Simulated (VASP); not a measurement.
# SrCl2: single point with LDA

SrCl2:

```xyz
3
Lattice="0.0000 3.5552 3.4855 3.5552 0.0000 3.4855 3.5552 3.5552 0.0000" Properties=species:S:1:pos:R:3 pbc="T T T"
Sr    0.0000    0.0000    0.0000
Cl    1.7776    1.7776    1.7428
Cl    5.3328    5.3328    5.2283
```

This cell differs from its parent crystal: equal xx and yy strain of +2 %.

- Program: VASP 6.6.1
- Task: single point
- Functional: LDA
- Potentials or basis: VASP PAW LDA potentials, release 64 (Sr_sv, Cl)
- Cutoff: 520 eV
- k mesh: 8 × 8 × 8
- Occupations: fermi-dirac, width 0.01 eV
- Spin: no spin polarisation

```
Pressure               : -3.8 GPa
Band gap on the k mesh : 4.66 eV, indirect (least direct gap 4.97 eV)
```

Stress tensor (GPa, compression positive):
```
-4.10  0.00  0.00
 0.00 -4.10  0.00
 0.00  0.00 -3.16
```

Levels at points of the mesh, in eV from the valence-band top:
```csv
k point,band 8,band 9,band 10,band 11,band 12,band 13,band 14,band 15,band 16,band 17
"(0.00, 0.00, 0.00)",-2.13,-2.13,-0.46,-0.46,-0.31,4.66,5.69,5.82,8.53,8.53
"(0.50, 0.00, 0.00)",-1.60,-1.57,-1.39,-1.12,-1.10,6.31,6.34,7.08,7.31,8.08
"(0.50, 0.50, 0.00)",-1.93,-1.93,-0.50,-0.50,0.00,5.08,6.72,7.18,7.72,7.72
"(0.50, 0.00, 0.50)",-1.96,-1.89,-0.54,-0.37,-0.12,5.09,6.58,7.19,7.59,7.64
```

Run time: 34 s on 1 thread of Intel(R) Xeon(R) 6975P-C (Granite Rapids), with other jobs on the host, peak memory 0.25 GiB.

Caveat: the cell differs from its parent crystal (equal xx and yy strain of +2 %). A k mesh can miss the band edges.
